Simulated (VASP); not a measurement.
A run of VASP 6.6.1:

Contents of INCAR:

```
SYSTEM = Si4O
PREC = Accurate
ENCUT = 520
EDIFF = 1E-6
ISMEAR = 0
SIGMA = 0.05
LREAL = .False.
LASPH = .True.
NELM = 150
ALGO = Normal
ISIF = 2
LWAVE = .False.
LCHARG = .False.
ISPIN = 2
MAGMOM = 0 0 0 0 2
LORBIT = 11
LDIPOL = .True.
IDIPOL = 3
DIPOL = 0.5 0.5 0.329
GGA = PE
IVDW = 12
NBANDS = 23
```

Contents of KPOINTS:

```
regular mesh
0
Gamma
  7 7 1
  0 0 0
```

The input POSCAR:

```
Si4O
1.0
    3.8333442603      0.0000000000      0.0000000000
    0.0000000000      3.8333442603      0.0000000000
    0.0000000000      0.0000000000     21.2034818054
Si O
4 1
Direct
    0.0000000000      0.5000000000      0.1886482624
    0.0000000000      0.0000000000      0.2525666261
    0.5000000000      0.0000000000      0.3191936744
    0.5000000000      0.5000000000      0.3821769405
    0.7500000000      0.5000000000      0.5000821046
```

Potentials or basis: VASP PAW PBE potentials, release 64 (Si, O).

The run is started by

```bash
$ cat potpaw_PBE.64/Si/POTCAR potpaw_PBE.64/O/POTCAR > POTCAR
$ mpirun -np 1 vasp_std > vasp.out
```

Hardware: 1 thread of AMD EPYC 9R45 96-Core Processor (Zen 5) (shared host).

**Question.** How long does it take, and how much memory?

**Answer.** Run time: 9.3 min on 1 thread of AMD EPYC 9R45 96-Core Processor (Zen 5), on a shared host, peak memory 0.57 GiB. Counts: scf iterations 53, k points 16.
